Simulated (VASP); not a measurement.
N, 4 atoms in the cell. The structure is hexagonal, space group P6_3/mmc (No. 194). Conventional cell: a = 3.580 Å, b = 3.580 Å, c = 7.642 Å, α = 90.00°, β = 90.00°, γ = 120.00°. Within 1.5 Å of N (site symmetry 3m) lie 1 N at 1.09 Å. 

```yaml
Program: VASP 6.6.1
Task: single point
Functional: r2SCAN
Potentials_or_basis: VASP PAW PBE potentials, release 64 (N)
Cutoff: 520 eV
k_mesh: 12 × 12 × 4
Occupations: gaussian, width 0.01 eV
Spin: no spin polarisation
Dipole_correction: no
Further_INCAR_settings: ALGO = Normal; EDIFF = 1e-06; NBANDS = 18
```

Potentials or basis: VASP PAW PBE potentials, release 64 (N).

Run with:

```bash
$ cat potpaw_PBE.64/N/POTCAR > POTCAR
$ cp INCAR.step1 INCAR
$ mpirun -np 1 vasp_std > vasp.out
$ cp INCAR.step2 INCAR
$ mpirun -np 1 vasp_std > vasp.out
```

Hardware: 1 thread of Intel(R) Xeon(R) Platinum 8259CL CPU @ 2.50GHz (Skylake/Cascade Lake) (shared host).

How long does it take, and how much memory?

It took 4.7 min on 1 thread of Intel(R) Xeon(R) Platinum 8259CL CPU @ 2.50GHz (Skylake/Cascade Lake), on a shared host, peak memory 0.24 GiB. Counts: k points 57.
